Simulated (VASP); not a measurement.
Set up this calculation in VASP 6.6.1, as the native input.

| Item | Value |
| --- | --- |
| Task | single point |
| Functional | PBE |
| Potentials or basis | VASP PAW PBE potentials, release 64 (Co, O) |
| Cutoff | 520 eV |
| k mesh | 18 × 18 × 18 |
| Occupations | gaussian, width 0.15 eV |
| Spin | collinear spin, ferromagnetic start |
| Starting moments | [2.7, 0.34] μB |
| Dipole correction | no |
| Further INCAR settings | ALGO = Normal; EDIFF = 1e-06; NBANDS = 18 |

The structure of CoO lies in POSCAR:

```
CoO
1.0
    1.5451331124      0.8920830184      2.2990762412
   -1.5451331124      0.8920830184      2.2990762412
    0.0000000000     -1.7841660368      2.2990762412
Co O
1 1
Direct
    0.0125362507      0.0125362507      0.0125362507
    0.4538220331      0.4538220331      0.4538220331
```

This cell differs from its parent crystal: atoms displaced along a vibrational mode.

The input as run:

INCAR

```
ALGO = Normal
EDIFF = 1E-6
ENCUT = 520
GGA = PE
ISIF = 2
ISMEAR = 0
ISPIN = 2
LASPH = T
LCHARG = T
LELF = T
LMAXMIX = 4
LORBIT = 11
LREAL = F
LVHAR = T
LWAVE = F
MAGMOM = 2.7 0.34
NBANDS = 18
NELM = 150
PREC = Accurate
SIGMA = 0.15
```

KPOINTS

```
k-points
0
Gamma
  18 18 18
```

Potentials or basis: VASP PAW PBE potentials, release 64 (Co, O).

Launch:

```sh
$ cat potpaw_PBE.64/Co/POTCAR potpaw_PBE.64/O/POTCAR > POTCAR
$ mpirun -np 1 vasp_std > vasp.out
```

It gave:

```
Pressure                                              : 8.5 GPa
Largest force                                         : 0.652 eV/Å
Net moment                                            : 2.79 μB per cell
Site moments                                          : Co +2.42; O +0.30 μB
Valence electrons inside the program's atomic spheres : Co 7.97; O 5.00
```

Caveat: the cell differs from its parent crystal (atoms displaced along a vibrational mode); the cell stands under pressure; a cell with one magnetic atom can't hold antiferromagnetic order, which such compounds often take.

Wall time 4.9 min on 1 thread of AMD EPYC 9R45 (Zen 5), with other jobs on the host, peak memory 0.35 GiB.
